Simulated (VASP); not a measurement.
BaZrO3:

```
Ba Zr O
1.0
     4.15163    0.00000    0.00000
    -2.07581    3.59541    0.00000
     0.00000    0.00000    7.78419
Ba Zr O
1 1 3
Direct
  0.00000 0.00000 0.50000
  0.33333 0.66667 0.00000
  0.66667 0.33333 0.50000
  0.33333 0.66667 0.75654
  0.33333 0.66667 0.24346
```

```yaml
Program: VASP 6.6.1
Task: relaxation of cell and atoms
Functional: PBE
Potentials_or_basis: VASP PAW PBE potentials, release 64 (Ba_sv, Zr_sv, O)
Cutoff: 600 eV
k_mesh: 12 × 12 × 6
Occupations: gaussian, width 0.1 eV
Spin: no spin polarisation
```

At the start: pressure 1.3 GPa; volume 23.24 Å³/atom.

Task: Where does the relaxation end?

Result: Over 4 steps the energy falls by 3.3 meV/atom and the volume is 24.01 Å³/atom (+3.3 %); space group P-6m2 (No. 187, to 0.05 Å).

The path:
```tsv
step	energy change (eV)	largest force (eV/Å)	pressure (GPa)	volume (Å³)
1	0.0000	0.0944	1.25	116.19
2	-0.0093	0.3995	-0.41	119.27
3	-0.0100	0.2965	-0.07	118.61
4	-0.0167	0.0039	0.02	120.05
```

Final structure:
```cif
data_structure
_symmetry_space_group_name_H-M 'P 1'
_symmetry_Int_Tables_number 1
_cell_length_a 4.2150
_cell_length_b 4.2150
_cell_length_c 7.8025
_cell_angle_alpha 90.000
_cell_angle_beta 90.000
_cell_angle_gamma 120.000
_cell_volume 120.05
loop_
_atom_site_label
_atom_site_type_symbol
_atom_site_fract_x
_atom_site_fract_y
_atom_site_fract_z
_atom_site_occupancy
Ba1 Ba 0.00000 0.00000 0.50000 1
Zr1 Zr 0.33333 0.66667 0.00000 1
O1 O 0.66667 0.33333 0.50000 1
O2 O 0.33333 0.66667 0.75675 1
O3 O 0.33333 0.66667 0.24325 1
```
